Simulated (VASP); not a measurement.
## Ru: single point with r2SCAN

The system is Ru.

```
Ru
1.0
    -2.33616    2.33616    1.27442
     2.33616   -2.33616    1.27442
     2.33616    2.33616   -1.27442
Ru
2
Direct
  0.00000 0.00000 0.00000
  0.75000 0.25000 0.50000
```

* Program: VASP 6.6.1
* Task: single point
* Functional: r2SCAN
* Potentials or basis: VASP PAW PBE potentials, release 64 (Ru_pv)
* Cutoff: 550 eV
* k mesh: 8 × 8 × 8
* Occupations: gaussian, width 0.1 eV
* Spin: no spin polarisation

* Pressure: 25.8 GPa
* Band gap on the k mesh: zero (bands 14 and 15 overlap by 1.67 eV)

Stress tensor (GPa, compression positive):
```
23.04  0.00  0.00
 0.00 23.04  0.00
 0.00  0.00 31.27
```

Levels at points of the mesh, in eV from the Fermi level:
| k point | band 10 | band 11 | band 12 | band 13 | band 14 | band 15 | band 16 | band 17 | band 18 | band 19 |
| --- | --- | --- | --- | --- | --- | --- | --- | --- | --- | --- |
| (0.00, 0.00, 0.00) | -4.81 | -4.24 | -0.29 | -0.29 | -0.23 | -0.23 | 2.20 | 3.67 | 7.41 | 7.41 |
| (0.50, 0.00, 0.00) | -4.18 | -2.32 | -1.87 | -0.31 | 0.01 | 1.46 | 1.51 | 4.43 | 8.54 | 8.90 |
| (0.50, 0.50, 0.00) | -4.25 | -3.10 | -3.10 | -0.62 | -0.62 | 0.88 | 0.88 | 1.38 | 1.38 | 8.90 |
| (0.50, 0.50, 0.50) | -4.20 | -0.96 | -0.96 | -0.08 | -0.08 | 0.20 | 0.20 | 0.30 | 0.30 | 8.89 |

It took 2.7 min on 1 thread of Intel(R) Xeon(R) Platinum 8259CL CPU @ 2.50GHz (Skylake/Cascade Lake), with other jobs on the host, peak memory 0.18 GiB.

Caveat: the stress differs along the axes, from 23 to 31 GPa; the PAW data sets were made with another functional, which shifts forces and pressure a little.
